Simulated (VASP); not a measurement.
Wanted: the native input for a VASP 6.6.1 run.

| Item | Value |
| --- | --- |
| Task | single point |
| Functional | PBE |
| Potentials or basis | VASP PAW PBE potentials, release 64 (C) |
| Cutoff | 520 eV |
| k mesh | 12 × 12 × 1 |
| Occupations | fermi-dirac, width 0.02 eV |
| Spin | no spin polarisation |
| Dipole correction | no |
| Further INCAR settings | ALGO = Normal; EDIFF = 1e-07; NBANDS = 16 |

The structure of C lies in POSCAR:

```
C
1.0
    2.5255274270      0.0000000000      0.0000000000
    0.0000000000      2.5255274270      0.0000000000
    0.0000000000      0.0000000000     18.6787000000
C
4
Direct
    0.0000000000      0.2500000000      0.4331296446
    0.5000000000      0.2500000000      0.4684161696
    0.5000000000      0.7500000000      0.5315838305
    0.0000000000      0.7500000000      0.5668703554
```

The input as run:

INCAR

```
SYSTEM = C
ALGO = Normal
EDIFF = 1E-7
ENCUT = 520
GGA = PE
ISIF = 2
ISMEAR = -1
LASPH = .TRUE.
LCHARG = .FALSE.
LREAL = .FALSE.
LWAVE = .FALSE.
NBANDS = 16
NELM = 60
PREC = Accurate
SIGMA = 0.02
```

KPOINTS

```
k-points
0
G
  12 12 1
  0 0 0
```

Potentials or basis: VASP PAW PBE potentials, release 64 (C).

The run is started by

```sh
$ cat potpaw_PBE.64/C/POTCAR > POTCAR
$ mpirun -np 1 vasp_std > vasp.out
```

It gave:

```json
{"Largest force": "0.032 eV/Å", "Band gap on the k mesh": "zero (band 8 reaches -2.82 eV, above the bottom of band 9 at -3.97 eV)"}
```

Run time: 71 s on 1 thread of AMD EPYC 9R45 96-Core Processor (Zen 5) (shared host), peak memory 0.22 GiB.
